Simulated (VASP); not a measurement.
Write the native input for VASP 6.6.1 that does the following.

| Item | Value |
| --- | --- |
| Task | single point |
| Functional | r2SCAN |
| Potentials or basis | VASP PAW PBE potentials, release 64 (Ga_d, P) |
| Cutoff | 520 eV |
| k mesh | 6 × 6 × 6 |
| Occupations | gaussian, width 0.01 eV |
| Spin | no spin polarisation |
| Dipole correction | no |
| Further INCAR settings | ALGO = Normal; EDIFF = 1e-06; NBANDS = 16 |

GaP:

```
Ga P
1.0
     0.00000    2.72540    2.72540
     2.72540    0.00000    2.72540
     2.72540    2.72540    0.00000
Ga P
1 1
Direct
  0.00000 0.00000 0.00000
  0.25000 0.25000 0.25000
```

These files were run (other wordings do the same):

POSCAR

```
GaP
1.0
    0.0000000000      2.7253992957      2.7253992957
    2.7253992957      0.0000000000      2.7253992957
    2.7253992957      2.7253992957      0.0000000000
Ga P
1 1
Direct
    0.0000000000      0.0000000000      0.0000000000
    0.2500000000      0.2500000000      0.2500000000
```

INCAR.step1

```
ALGO = Normal
EDIFF = 1E-4
ENCUT = 520
GGA = PE
ISMEAR = 0
LASPH = T
LCHARG = F
LREAL = F
LWAVE = T
NBANDS = 16
NELM = 60
PREC = Accurate
SIGMA = 0.01
```

INCAR.step2

```
ALGO = Normal
EDIFF = 1E-6
ENCUT = 520
ISIF = 2
ISMEAR = 0
ISTART = 1
LASPH = T
LCHARG = T
LELF = T
LMIXTAU = T
LREAL = F
LVHAR = T
LWAVE = F
METAGGA = R2SCAN
NBANDS = 16
NELM = 60
PREC = Accurate
SIGMA = 0.01
```

KPOINTS

```
k-points
0
Gamma
  6 6 6
```

Potentials or basis: VASP PAW PBE potentials, release 64 (Ga_d, P).

The run is started by

```sh
$ cat potpaw_PBE.64/Ga_d/POTCAR potpaw_PBE.64/P/POTCAR > POTCAR
$ cp INCAR.step1 INCAR
$ mpirun -np 1 vasp_std > vasp.out
$ cp INCAR.step2 INCAR
$ mpirun -np 1 vasp_std > vasp.out
```

It gave:

| Property | Result |
| --- | --- |
| Pressure | 0.0 GPa |
| Band gap on the k mesh | 1.91 eV, indirect (least direct gap 2.34 eV) |

Caveat: the PAW data sets were made with another functional, which shifts forces and pressure a little.

It took 36 s on 1 thread of Intel(R) Xeon(R) Platinum 8488C (Sapphire Rapids), on a shared host, peak memory 0.17 GiB.
